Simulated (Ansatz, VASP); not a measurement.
**KF in VASP and in Ansatz**

INCAR

```
PREC = Accurate
ENCUT = 520
EDIFF = 1E-6
ISMEAR = -1
SIGMA = 0.05
LREAL = F
LASPH = T
NELM = 80
ALGO = Normal
ISIF = 2
LWAVE = F
LCHARG = F
GGA = PE
NBANDS = 15
```

Contents of KPOINTS:

```
Automatic mesh
0
Gamma
  14 14 14
```

File POSCAR:

```
KF
1.0
    3.2586690256      0.0000000000      0.0000000000
    0.0000000000      3.2586690256      0.0000000000
    0.0000000000      0.0000000000      3.2586690256
K F
1 1
Direct
    0.0000000000      0.0000000000      0.0000000000
    0.5000000000      0.5000000000      0.5000000000
```

Input for Ansatz:

```yaml
crystal:
  lattice:
    - [3.2586690256, 0.0, 0.0]
    - [0.0, 3.2586690256, 0.0]
    - [0.0, 0.0, 3.2586690256]
  atoms:
    - { symbol: K, position: [0.0, 0.0, 0.0] }
    - { symbol: F, position: [0.5, 0.5, 0.5] }
kpoints:
  mp_grid: { grid: [14, 14, 14] }
scf:
  occupations: { method: fermi_dirac, width: 0.05 }
hamiltonian:
  xc: pbe
  pseudopotentials: { kind: nc }
output:
  forces: true
  stress: true
  eigenvalues: true
```

Change from the starting cell: volume scaled by 1, norm-conserving files.

Alike in both runs: task single point; functional PBE; k mesh 14 × 14 × 14; occupations fermi-dirac, width 0.05 eV; no spin polarisation.

|  | VASP | Ansatz |
| --- | --- | --- |
| version | VASP 6.6.1 | Ansatz 0.2.0 |
| potentials or method | VASP PAW PBE potentials, release 64 (K_sv, F) | norm-conserving pseudopotentials, scalar-relativistic |
| plane-wave cutoff (eV) | 520 | 1320 |
| valence electrons in the cell | 16 | 16 |

|  | VASP | Ansatz | Ansatz less VASP |
| --- | --- | --- | --- |
| gap on the k mesh at the Fermi level (eV) | 6.26 | 6.26 | +0.007 |
| pressure (GPa) | 0.0 | 0.0 | -0.01 |

With one functional, cell and mesh, what is left measures potentials, basis and numerics.
